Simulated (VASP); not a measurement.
A run of VASP 6.6.1 is set up as follows.

INCAR

```
SYSTEM = Be2H3O
PREC = Accurate
ENCUT = 520
EDIFF = 1E-6
ISMEAR = 0
SIGMA = 0.02
LREAL = .False.
LASPH = .True.
NELM = 100
ALGO = Normal
ISIF = 2
LWAVE = .False.
LCHARG = .False.
GGA = PE
NBANDS = 25
```

KPOINTS

```
regular mesh
0
Gamma
  12 12 2
  0 0 0
```

Contents of POSCAR:

```
Be2H3O
1.0
    2.5976930852      0.0000000000      0.0000000000
   -1.2988465426      2.2496682030      0.0000000000
    0.0000000000      0.0000000000     19.0623054782
Be H O
4 6 2
Direct
    0.6666666667      0.3333333333      0.8292376948
    0.0000000000      0.0000000000      0.6186753787
    0.3333333333      0.6666666667      0.1707623052
    0.0000000000      0.0000000000      0.3813246213
    0.0000000000      0.0000000000      0.0195308292
    0.0000000000      0.0000000000      0.9804691708
    0.6666666667      0.3333333333      0.6607894222
    0.3333333333      0.6666666667      0.5765225877
    0.3333333333      0.6666666667      0.3392105778
    0.6666666667      0.3333333333      0.4234774123
    0.3333333333      0.6666666667      0.8292364065
    0.6666666667      0.3333333333      0.1707635935
```

Potentials or basis: VASP PAW PBE potentials, release 64 (Be, H, O).

The run is started by

```bash
$ cat potpaw_PBE.64/Be/POTCAR potpaw_PBE.64/H/POTCAR potpaw_PBE.64/O/POTCAR > POTCAR
$ mpirun -np 1 vasp_std > vasp.out
```

Q: Predict the pressure.

A: 0.3 GPa.

Q: What does it give for the largest force?

A: 0.013 eV/Å.

Q: Estimate the band gap on the k mesh.

A: 4.13 eV (least direct gap 4.33 eV).

Stress tensor (GPa, compression positive):
```
0.37 0.00 0.00
0.00 0.37 0.00
0.00 0.00 0.21
```

A k mesh can miss the band edges.
